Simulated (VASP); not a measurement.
A run of VASP 6.6.1 is set up as follows.

File INCAR:

```
SYSTEM = HfNbTe4
PREC = Accurate
ENCUT = 520
EDIFF = 1E-6
ISMEAR = 0
SIGMA = 0.1
LREAL = .FALSE.
LASPH = .TRUE.
NELM = 100
ALGO = Normal
ISIF = 2
LWAVE = .FALSE.
LCHARG = .TRUE.
GGA = PE
LELF = .TRUE.
LVHAR = .TRUE.
NBANDS = 32
```

The input KPOINTS:

```
Automatic mesh
0
G
  12 12 4
  0 0 0
```

Contents of POSCAR:

```
HfNbTe4
1.0
    3.8222310317      0.0000000000      0.0000000000
   -1.9111155158      3.3101491726      0.0000000000
    0.0000000000      0.0000000000     14.3160769000
Hf Nb Te
1 1 4
Direct
    0.0000000000      0.0000000000      0.5000000000
    0.0000000000      0.0000000000      0.0000000000
    0.6666666667      0.3333333333      0.6286620000
    0.6666666667      0.3333333333      0.1245420000
    0.3333333333      0.6666666667      0.8754580000
    0.3333333333      0.6666666667      0.3713380000
```

Potentials or basis: VASP PAW PBE potentials, release 64 (Hf_pv, Nb_sv, Te).

The run is started by

```bash
$ cat potpaw_PBE.64/Hf_pv/POTCAR potpaw_PBE.64/Nb_sv/POTCAR potpaw_PBE.64/Te/POTCAR > POTCAR
$ mpirun -np 1 vasp_std > vasp.out
```

(1) Estimate the largest force.

(2) Predict the pressure.

Answers

(1) 0.022 eV/Å.

(2) -0.1 GPa.

Caveat: this functional lacks dispersion, which binds the layers, so the pressure and a relaxed spacing across them are unreliable.
